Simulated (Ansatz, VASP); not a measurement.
# Au: VASP beside Ansatz

Contents of INCAR:

```
SYSTEM = Au
  PREC = Accurate
  ENCUT = 520
  EDIFF = 1E-6
  ISMEAR = 0
  SIGMA = 0.15
  LREAL = .False.
  LASPH = .True.
  NELM = 80
  ALGO = Fast
  ISIF = 2
  LWAVE = .False.
  LCHARG = .False.
  GGA = PE
  NBANDS = 18
```

KPOINTS

```
Automatic mesh
0
Gamma
  16 16 12
  0 0 0
```

Contents of POSCAR:

```
Au
1.0
    0.0000000000     -2.0455000000     -2.0455000000
    0.0000000000      2.0455000000     -2.0455000000
    4.0910000000      0.0000000000      0.0000000000
Au
2
Direct
    0.5000000000      0.5000000000      0.5061109753
    0.0000000000      0.0000000000     -0.0061109753
```

Input for Ansatz:

```yaml
crystal:
  lattice:
    - [0.0, -2.0455, -2.0455]
    - [0.0, 2.0455, -2.0455]
    - [4.091, 0.0, 0.0]
  atoms:
    - { symbol: Au, position: [0.5, 0.5, 0.5061109753] }
    - { symbol: Au, position: [0.0, 0.0, -0.0061109753] }
basis:
  ecutwfc: 420
kpoints:
  mp_grid: { grid: [16, 16, 12] }
hamiltonian:
  xc: pbe
scf:
  occupations: { method: gaussian, width: 0.15 }
output:
  forces: true
  stress: true
  eigenvalues: true
```

Change from the starting cell: mode 6 (154.3 1/cm) frozen in, largest displacement +0.025 Å.

Alike in both runs: task single point; functional PBE; k mesh 16 × 16 × 12; occupations gaussian, width 0.15 eV; no spin polarisation.

```csv
,VASP,Ansatz
version,VASP 6.6.1,Ansatz 0.2.0
potentials or method,"VASP PAW PBE potentials, release 64 (Au), cutoff 520 eV","scalar-relativistic, plane waves, PAW"
valence electrons in the cell,22,38
```

VASP gave:

- gap on the k mesh at the Fermi level (eV): none
- pressure (GPa): 7.8
- traceless stress, the component that is largest in VASP (GPa): -0.31
- rms of the force components (eV/Å): 0.248

**Question.** Estimate Ansatz's values.

**Answer.** gap on the k mesh at the Fermi level (eV): none; pressure (GPa): 8.1; traceless stress, the component that is largest in VASP (GPa): -0.30; rms of the force components (eV/Å): 0.249.

Atom by atom the forces differ by 0.001 eV/Å (rms over components). A gap of «none» marks a metal or a gap that the smearing closes. VASP's potentials hold 22 valence electrons a cell and Ansatz's 38, so a difference there can come from the potentials and not from the codes.

Neither program's run includes spin-orbit coupling.
